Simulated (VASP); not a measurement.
## Pt: single point with PBE

Pt:

```xyz
1
Lattice="0.0000 1.9851 1.9851 1.9851 0.0000 1.9851 1.9851 1.9851 0.0000" Properties=species:S:1:pos:R:3 pbc="T T T"
Pt    0.0000    0.0000    0.0000
```

| Item | Value |
| --- | --- |
| Program | VASP 6.6.1 |
| Task | single point |
| Functional | PBE |
| Potentials or basis | VASP PAW PBE potentials, release 64 (Pt) |
| Cutoff | 500 eV |
| k mesh | 18 × 18 × 18 |
| Occupations | gaussian, width 0.1 eV |
| Spin | no spin polarisation |
| Dipole correction | no |
| Further INCAR settings | ALGO = Normal; EDIFF = 1e-06; NBANDS = 11 |

The pressure is -0.5 GPa and the band gap on the k mesh is zero (bands 5 and 6 overlap by 2.09 eV).

Levels at points of the mesh, in eV from the Fermi level:
```tsv
k point	band 1	band 2	band 3	band 4	band 5	band 6	band 7	band 8	band 9	band 10
(0.00, 0.00, 0.00)	-9.81	-3.57	-3.57	-3.57	-1.54	-1.54	14.74	19.49	19.49	19.49
(0.50, 0.00, 0.00)	-6.95	-3.63	-3.63	-0.32	0.03	0.03	5.56	14.29	18.73	18.73
(0.50, 0.50, 0.00)	-6.68	-6.24	-0.01	0.45	0.45	1.85	8.49	11.28	11.28	19.70
```

It took 9.7 s on 1 thread of Intel(R) Xeon(R) 6975P-C (Granite Rapids), on a shared host, peak memory 0.14 GiB.

Caveat: spin-orbit coupling is left out, which moves the levels of the heavy elements.
